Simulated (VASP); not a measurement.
LiH, 2 atoms in the cell. It takes space group I-4m2 (No. 119, tetragonal). Conventional cell: a = 3.034 Å, b = 3.034 Å, c = 4.333 Å, α = 90.00°, β = 90.00°, γ = 90.00°. Within 2.5 Å of Li (site symmetry -4m2) lie 4 H at 1.86 Å. Within 2.5 Å of H (site symmetry -4m2) lie 4 Li at 1.86 Å.  This cell differs from its parent crystal: uniaxial z strain +1.0%.

```yaml
Program: VASP 6.6.1
Task: single point
Functional: PBE
Potentials_or_basis: VASP PAW PBE potentials, release 64 (Li_sv, H)
Cutoff: 520 eV
k_mesh: 10 × 10 × 10
Occupations: fermi-dirac, width 0.02 eV
Spin: no spin polarisation
Dipole_correction: no
Further_INCAR_settings: ALGO = Normal; EDIFF = 1e-06; NBANDS = 9
```

Potentials or basis: VASP PAW PBE potentials, release 64 (Li_sv, H).

Command:

```console
$ cat potpaw_PBE.64/Li_sv/POTCAR potpaw_PBE.64/H/POTCAR > POTCAR
$ mpirun -np 1 vasp_std > vasp.out
```

Hardware: 1 thread of Intel Xeon 8259CL, with other jobs on the host.

Problem. Estimate the wall time of this run.

Solution. It took 27 s on 1 thread of Intel Xeon 8259CL, on a shared host, peak memory 0.14 GiB. Counts: scf iterations 11, k points 102.
